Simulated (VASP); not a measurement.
# WS (F-43m) in VASP: further runs, part 2 of 2

VASP 6.6.1. The steps go on from the part before.

## (4) Single point, r2SCAN+U

This run uses another cell than the first one, of 24.88 Å³/atom.

File POSCAR:

```
WS
1.0
    0.0000000000      2.9194725898      2.9194725898
    2.9194725898      0.0000000000      2.9194725898
    2.9194725898      2.9194725898      0.0000000000
W S
1 1
Direct
    0.0000000000      0.0000000000      0.0000000000
    0.2500000000      0.2500000000      0.2500000000
```

File INCAR.step1:

```
  ALGO = Normal
  EDIFF = 1E-4
  ENCUT = 520
  GGA = PE
  ISMEAR = 0
  LASPH = T
  LCHARG = F
  LDAU = T
  LDAUJ = 0 0
  LDAUL = 2 -1
  LDAUTYPE = 2
  LDAUU = 6.2 0
  LMAXMIX = 4
  LREAL = F
  LWAVE = T
  NBANDS = 17
  NELM = 150
  PREC = Accurate
  SIGMA = 0.1
```

File INCAR.step2:

```
  ALGO = Normal
  EDIFF = 1E-6
  ENCUT = 520
  ISIF = 2
  ISMEAR = 0
  ISTART = 1
  LASPH = T
  LCHARG = T
  LDAU = T
  LDAUJ = 0 0
  LDAUL = 2 -1
  LDAUPRINT = 1
  LDAUTYPE = 2
  LDAUU = 6.2 0
  LELF = T
  LMAXMIX = 4
  LMIXTAU = T
  LREAL = F
  LVHAR = T
  LWAVE = F
  METAGGA = R2SCAN
  NBANDS = 17
  NELM = 150
  PREC = Accurate
  SIGMA = 0.1
```

File KPOINTS:

```
k-points
0
Gamma
  12 12 12
```

Potentials or basis: VASP PAW PBE potentials, release 64 (W_sv, S).

Run with:

```sh
$ cat potpaw_PBE.64/W_sv/POTCAR potpaw_PBE.64/S/POTCAR > POTCAR
$ cp INCAR.step1 INCAR
$ mpirun -np 1 vasp_std > vasp.out
$ cp INCAR.step2 INCAR
$ mpirun -np 1 vasp_std > vasp.out
```

OUTCAR:

```text
EDIFF = 1E-6
   ENCUT = 520
   ISIF = 2
   ISMEAR = 0
   ISTART = 1
   LASPH = T
   LREAL = F
   METAGGA = R2SCAN
   NELM = 150
   PREC = Accurate

 ion  position               nearest neighbor table
   1  0.000  0.000  0.000-   2 2.53   2 2.53   2 2.53   2 2.53
   2  0.250  0.250  0.250-   1 2.53   1 2.53   1 2.53   1 2.53

  LATTYP: Found a face centered cubic cell.
 ALAT       =     5.8389451796

  Lattice vectors:

 A1 = (   0.0000000000,   2.9194725898,   2.9194725898)
 A2 = (   2.9194725898,   0.0000000000,   2.9194725898)
 A3 = (   2.9194725898,   2.9194725898,   0.0000000000)

Analysis of symmetry for initial positions (statically):
=====================================================================
 Subroutine PRICEL returns:
 Original cell was already a primitive cell.

 Routine SETGRP: Setting up the symmetry group for a
 face centered cubic supercell.

 Subroutine GETGRP returns: Found 24 space group operations
 (whereof 24 operations were pure point group operations)
 out of a pool of 48 trial point group operations.

The static configuration has the point symmetry T_d .

Analysis of symmetry for dynamics (positions and initial velocities):
=====================================================================
 Subroutine PRICEL returns:
 Original cell was already a primitive cell.

 Routine SETGRP: Setting up the symmetry group for a
 face centered cubic supercell.

 Subroutine GETGRP returns: Found 24 space group operations
 (whereof 24 operations were pure point group operations)
 out of a pool of 48 trial point group operations.

[... 166 lines left out ...]
  o =  0.0974  v =  0.0000  0.9788  0.0000 -0.2049 -0.0000  0.0000  0.0000  0.0000  0.0000  0.0000      0.0000  0.0000  0.0000  0.0000  0.0000  0.0000  0.0000  0.0000  0.0000  0.0000
  o =  0.0974  v =  0.0000  0.0000  0.0000  0.0000  0.0000  0.0000  0.9788  0.0000 -0.2049 -0.0000      0.0000  0.0000  0.0000  0.0000  0.0000  0.0000  0.0000  0.0000  0.0000  0.0000
  o =  0.0974  v =  1.0000  0.0000  0.0000  0.0000  0.0000  0.0000  0.0000  0.0000  0.0000  0.0000      0.0000  0.0000  0.0000  0.0000  0.0000  0.0000  0.0000  0.0000  0.0000  0.0000
  o =  0.0974  v =  0.0000  0.0000  0.0000  0.0000  0.0000  1.0000  0.0000  0.0000  0.0000  0.0000      0.0000  0.0000  0.0000  0.0000  0.0000  0.0000  0.0000  0.0000  0.0000  0.0000
  o =  0.7194  v =  0.0000  0.0000  0.0000  0.0000  0.0000  0.0000 -0.0000 -0.0842  0.0000 -0.9964      0.0000  0.0000  0.0000  0.0000  0.0000  0.0000  0.0000  0.0000  0.0000  0.0000
  o =  0.7194  v =  0.0000 -0.0000 -0.0842  0.0000 -0.9964  0.0000  0.0000  0.0000  0.0000  0.0000      0.0000  0.0000  0.0000  0.0000  0.0000  0.0000  0.0000  0.0000  0.0000  0.0000
  o =  0.7194  v =  0.0000  0.0000  0.0000  0.0000  0.0000  0.0000 -0.0000  0.9964 -0.0000 -0.0842      0.0000  0.0000  0.0000  0.0000  0.0000  0.0000  0.0000  0.0000  0.0000  0.0000
  o =  0.7194  v =  0.0000 -0.0000  0.9964 -0.0000 -0.0842  0.0000  0.0000  0.0000  0.0000  0.0000      0.0000  0.0000  0.0000  0.0000  0.0000  0.0000  0.0000  0.0000  0.0000  0.0000

 number of electron      19.9999998 magnetization

 Free energy of the ion-electron system (eV)
  ---------------------------------------------------
  ext. energy  EPLUGINS =         0.00000000
  ---------------------------------------------------
  free energy    TOTEN  =       -51.38767210 eV

  energy without entropy =      -51.38732171  energy(sigma->0) =      -51.38749690

 E-fermi :   4.8139     XC(G=0): -10.1605

 val. band max:        4.7055528054   @ k =  -0.2500   0.5000   0.2500
 cond. band min:       4.9010145284   @ k =   0.5000   0.5000   0.0000
 fundamental gap:      0.1954617230
 Fermi energy:         4.8138510885

 k-point     1 :       0.0000    0.0000    0.0000
  band No.  band energies     occupation
      1     -70.6414      2.00000
      2     -34.2178      2.00000
      3     -34.2178      2.00000
      4     -34.2178      2.00000
      5      -9.7173      2.00000
      6       0.7574      2.00000
[... 457 lines left out ...]
      4     -34.2227      2.00000
      5      -9.0022      2.00000
      6      -0.6613      2.00000
[... 9 lines left out ...]
     16      13.5551      0.00000
     17      13.7526      0.00000

 [... further k-points ...]
[... 5 lines left out ...]
  --------------------------------------------------------------------------------------
  -------------------------------------------------------------------------------------
  Total       -1.3901489     -1.3901489     -1.3901489      0.0000000     -0.0000000      0.0000000
  in kB      -44.7536749    -44.7536749    -44.7536749      0.0000000     -0.0000000      0.0000000
  external PRESSURE =     -44.7536749 kB  Pullay stress =       0.0000000 kB

 VOLUME and BASIS-vectors are now :
 -----------------------------------------------------------------------------
  energy-cutoff  :      520.00
  volume of cell :       49.77
      direct lattice vectors                 reciprocal lattice vectors
     0.000000000  2.919472590  2.919472590    -0.171263810  0.171263810  0.171263810
     2.919472590  0.000000000  2.919472590     0.171263810 -0.171263810  0.171263810
     2.919472590  2.919472590  0.000000000     0.171263810  0.171263810 -0.171263810

 POSITION                                       TOTAL-FORCE (eV/Angst)
 -----------------------------------------------------------------------------------
      0.00000      0.00000      0.00000        -0.000000     -0.000000     -0.000000
      1.45974      1.45974      1.45974         0.000000      0.000000      0.000000
 -----------------------------------------------------------------------------------
    total drift:                                0.000001      0.000001      0.000001

  FREE ENERGIE OF THE ION-ELECTRON SYSTEM (eV)
  ---------------------------------------------------
  free  energy   TOTEN  =       -51.3876721045 eV

  energy  without entropy=      -51.3873217050  energy(sigma->0) =      -51.38749690
```

OUTCAR.step1:

```text
EDIFF = 1E-4
   ENCUT = 520
   GGA = PE
   ISMEAR = 0
   LASPH = T
[... 704 lines left out ...]
 -----------------------------------------------------------------------------------
      0.00000      0.00000      0.00000        -0.000000     -0.000000     -0.000000
      1.45974      1.45974      1.45974         0.000000      0.000000      0.000000
 -----------------------------------------------------------------------------------
    total drift:                                0.000000      0.000000      0.000000

  FREE ENERGIE OF THE ION-ELECTRON SYSTEM (eV)
  ---------------------------------------------------
  free  energy   TOTEN  =        -8.6961182840 eV

  energy  without entropy=       -8.6824042503  energy(sigma->0) =       -8.68926127
```

OSZICAR.step1:

```text
N       E                     dE             d eps       ncg     rms          rms(c)
DAV:   1     0.148913536508E+03    0.14891E+03   -0.10018E+04  2448   0.115E+03
DAV:   2    -0.335265468720E+01   -0.15227E+03   -0.14851E+03  3045   0.313E+02
DAV:   3    -0.943710956723E+01   -0.60845E+01   -0.60084E+01  2899   0.582E+01
DAV:   4    -0.951642353466E+01   -0.79314E-01   -0.79254E-01  2886   0.733E+00
[... 10 lines left out ...]
DAV:  15    -0.869708029042E+01   -0.64202E-01   -0.25595E-01  2571   0.241E+00    0.435E-01
DAV:  16    -0.869600490379E+01    0.10754E-02   -0.31064E-02  2544   0.741E-01    0.174E-01
DAV:  17    -0.869481252593E+01    0.11924E-02   -0.66813E-03  2883   0.335E-01    0.242E-01
DAV:  18    -0.869604698893E+01   -0.12345E-02   -0.89920E-03  2555   0.301E-01    0.117E-01
DAV:  19    -0.869611828400E+01   -0.71295E-04   -0.49687E-04  2536   0.118E-01
   1 F= -.86961183E+01 E0= -.86892613E+01  d E =-.137140E-01
```

It took 78 s on 1 thread of Intel Xeon 6975P-C (Granite Rapids), shared host; peak memory 0.22 GiB.

What came out:

| Quantity | Value |
| --- | --- |
| Free energy | -51.3877 eV |
| Pressure | -4.5 GPa |
| Band gap on the k mesh | 0.20 eV (least direct gap 0.33 eV) |

Eigenvalues of the final occupation matrices:
| site | spin | trace | eigenvalues |
| --- | --- | --- | --- |
| site 1 d | 1 | 1.73 | 0.10 0.10 0.10 0.72 0.72 |
| site 1 d | 2 | 1.73 | 0.10 0.10 0.10 0.72 0.72 |

Caveat: the cell stands under tension; the PAW data sets were made with another functional, which shifts forces and pressure a little; spin-orbit coupling is left out, which moves the levels of the heavy elements. A k mesh can miss the band edges.

## (5) Overview

| cell | gap on the mesh (eV) | pressure (GPa) |
| --- | --- | --- |
| a = 4.071 Å, angles 60.0°, 2 atoms | none | -2.4 |
| a = 4.087 Å, angles 60.0°, 2 atoms | 0.05 | -3.0 |
| a = 4.129 Å, angles 60.0°, 2 atoms | 0.20 | -4.5 |

Alike in all rows: task single point; level r2SCAN+U; potentials or basis VASP PAW PBE potentials, release 64 (W_sv, S); no spin polarisation; W d U = 6.2 eV; k mesh 12 × 12 × 12; cutoff (eV) 520; smearing gaussian 0.1 eV.

Caveats: the PAW data sets were made with another functional, which shifts forces and pressure a little; spin-orbit coupling is left out, which moves the levels of the heavy elements; U without spin polarisation on a metal has little footing (at least some runs); the cell stands under tension (at least some runs).

Absolute energies hang on the potentials; compare differences alone.
